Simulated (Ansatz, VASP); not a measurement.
**Al30Ga: VASP beside Ansatz**

```xyz
31
Lattice="8.1000 0.0000 0.0000 0.0000 8.1000 0.0000 0.0000 0.0000 8.1000" Properties=species:S:1:pos:R:3 pbc="T T T"
Al    4.0467    0.0034   -0.0045
Al    6.0780    2.0200   -0.0039
Al    6.0778    0.0036    2.0119
Al   -0.0033    0.0031   -0.0048
Al    2.0148    2.0214   -0.0031
Al    4.0467    4.0627   -0.0103
Al    6.0832    6.0882   -0.0119
Al    2.0148    0.0043    2.0151
Al    6.0706    4.0662    2.0301
Al    4.0474   -0.0024    4.0548
Al    6.0698    2.0376    4.0577
Al    6.0835   -0.0035    6.0803
Al   -0.0036    4.0573   -0.0142
Al    2.0111    6.0893   -0.0100
Al   -0.0039    2.0204    2.0123
Al    2.0204    4.0666    2.0322
Al    4.0456    6.0716    2.0341
Al   -0.0048   -0.0063    4.0495
Al    2.0212    2.0389    4.0598
Al    6.0577    6.0595    4.0479
Al    2.0101   -0.0027    6.0813
Al    4.0456    2.0426    6.0644
Al    6.0574    4.0552    6.0511
Al   -0.0039    6.0969    2.0104
Al   -0.0039    4.0585    4.0508
Al    2.0355    6.0603    4.0481
Al   -0.0041    2.0191    6.0895
Al    2.0356    4.0552    6.0525
Al    4.0473    6.0647    6.0573
Al   -0.0031    6.0849    6.0789
Ga    4.0433    2.0939    2.0848
```

Alike in both runs: functional PBE; dispersion D3(BJ); k mesh 3 × 3 × 3; occupations gaussian, width 0.05 eV; no spin polarisation.

Ansatz relaxed the structure, and its values are those at the end. VASP's run is a single point on that final structure, the one shown.

|  | VASP | Ansatz |
| --- | --- | --- |
| version | VASP 6.6.1 | Ansatz 0.2.0 |
| potentials or method | VASP PAW PBE potentials, release 64 (Al, Ga_d), cutoff 520 eV | scalar-relativistic, plane waves, PAW |
| valence electrons in the cell | 103 | 103 |

|  | VASP | Ansatz | Ansatz less VASP |
| --- | --- | --- | --- |
| rms of the force components (eV/Å) | 0.006 | 0.004 | -0.0013 |
